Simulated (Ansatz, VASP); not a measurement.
# Ir in VASP and in Ansatz

The input INCAR:

```
PREC = Accurate
ENCUT = 520
EDIFF = 1E-7
ISMEAR = 0
SIGMA = 0.15
LREAL = F
LASPH = T
NELM = 80
ALGO = Normal
ISIF = 2
LWAVE = F
LCHARG = T
GGA = CA
LELF = T
LVHAR = T
NBANDS = 10
```

The input KPOINTS:

```
Automatic mesh
0
Gamma
  22 22 22
```

Contents of POSCAR:

```
Ir
1.0
    0.0000000000      1.8569739365      2.0060889436
    1.8569739365      0.0000000000      2.0060889436
    1.8569739365      1.8569739365      0.0000000000
Ir
1
Direct
    0.0000000000      0.0000000000      0.0000000000
```

Input for Ansatz:

```yaml
crystal:
  lattice:
    - [0.0, 1.8569739365, 2.0060889436]
    - [1.8569739365, 0.0, 2.0060889436]
    - [1.8569739365, 1.8569739365, 0.0]
  atoms:
    - { symbol: Ir, position: [0.0, 0.0, 0.0] }
basis:
  ecutwfc: 420
kpoints:
  mp_grid: { grid: [22, 22, 22] }
hamiltonian:
  xc: lda
scf:
  occupations: { method: gaussian, width: 0.15 }
output:
  forces: true
  stress: true
  eigenvalues: true
```

Alike in both runs: task single point; functional LDA; k mesh 22 × 22 × 22; occupations gaussian, width 0.15 eV; no spin polarisation.

|  | VASP | Ansatz |
| --- | --- | --- |
| version | VASP 6.6.1 | Ansatz 0.2.0 |
| potentials or method | VASP PAW LDA potentials, release 64 (Ir), cutoff 520 eV | scalar-relativistic, plane waves, PAW |
| valence electrons in the cell | 9 | 17 |

VASP gave:

| Quantity | Value |
| --- | --- |
| gap on the k mesh at the Fermi level (eV) | none |
| pressure (GPa) | 4.4 |
| traceless stress, the component that is largest in VASP (GPa) | -20.74 |

Question: Which values does Ansatz return?

Answer: gap on the k mesh at the Fermi level (eV): none; pressure (GPa): 1.7; traceless stress, the component that is largest in VASP (GPa): -20.79.

LDA's correlation is that of Perdew and Zunger in VASP and of Perdew and Wang (1992) in Ansatz. A gap of «none» marks a metal or a gap that the smearing closes. VASP's potentials hold 9 valence electrons a cell and Ansatz's 17, so a difference there can come from the potentials and not from the codes.

Neither program's run includes spin-orbit coupling.
